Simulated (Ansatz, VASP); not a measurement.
**One calculation of SnTe, two programs**

File INCAR:

```
PREC     = Accurate       # precision mode
ENCUT    = 520            # plane-wave cutoff, eV
EDIFF    = 1E-6           # SCF threshold, eV
ISMEAR   = 0              # smearing method
SIGMA    = 0.01           # smearing width, eV
LREAL    = F              # projectors in reciprocal space
LASPH    = T              # aspherical terms in the spheres
NELM     = 100            # most SCF steps
ALGO     = Normal         # electronic algorithm
ISIF     = 2              # what is computed and relaxed
LWAVE    = F              # write WAVECAR
LCHARG   = T              # write CHGCAR
GGA      = PE             # functional
LELF     = T              # ELF
LVHAR    = T            
NBANDS   = 17             # bands
```

The input KPOINTS:

```
Automatic mesh
0
Gamma
  10 10 10
```

Contents of POSCAR:

```
SnTe
1.0
    0.0000000000      3.2382365152      3.2382365152
    3.2382365152      0.0000000000      3.2382365152
    3.2382365152      3.2382365152      0.0000000000
Sn Te
1 1
Direct
    0.0000000000      0.0000000000      0.0000000000
    0.5000000000      0.5000000000      0.5000000000
```

Input for Ansatz:

```yaml
crystal:
  lattice:
    - [0.0, 3.2382365225, 3.2382365225]
    - [3.2382365225, 0.0, 3.2382365225]
    - [3.2382365225, 3.2382365225, 0.0]
  atoms:
    - { symbol: Sn, position: [0.0, 0.0, 0.0] }
    - { symbol: Te, position: [0.5, 0.5, 0.5] }
basis:
  ecutwfc: 420
kpoints:
  mp_grid: { grid: [10, 10, 10] }
hamiltonian:
  xc: pbe
scf:
  occupations: { method: gaussian, width: 0.01 }
output:
  forces: true
  stress: true
  eigenvalues: true
```

Alike in both runs: task single point; functional PBE; k mesh 10 × 10 × 10; occupations gaussian, width 0.01 eV; no spin polarisation.

|  | VASP | Ansatz |
| --- | --- | --- |
| version | VASP 6.6.1 | Ansatz 0.2.0 |
| potentials or method | VASP PAW PBE potentials, release 64 (Sn_d, Te), cutoff 520 eV | scalar-relativistic, plane waves, PAW |
| valence electrons in the cell | 20 | 30 |

```csv
,VASP,Ansatz,Ansatz less VASP
gap on the k mesh at the Fermi level (eV),0.13,0.14,+0.001
least direct gap on the mesh (eV),0.13,0.14,+0.001
pressure (GPa),-1.2,-1.2,+0.06
```

With one functional, cell and mesh, what is left measures potentials, basis and numerics. VASP's potentials hold 20 valence electrons a cell and Ansatz's 30, so a difference there can come from the potentials and not from the codes.

Neither program's run includes spin-orbit coupling.
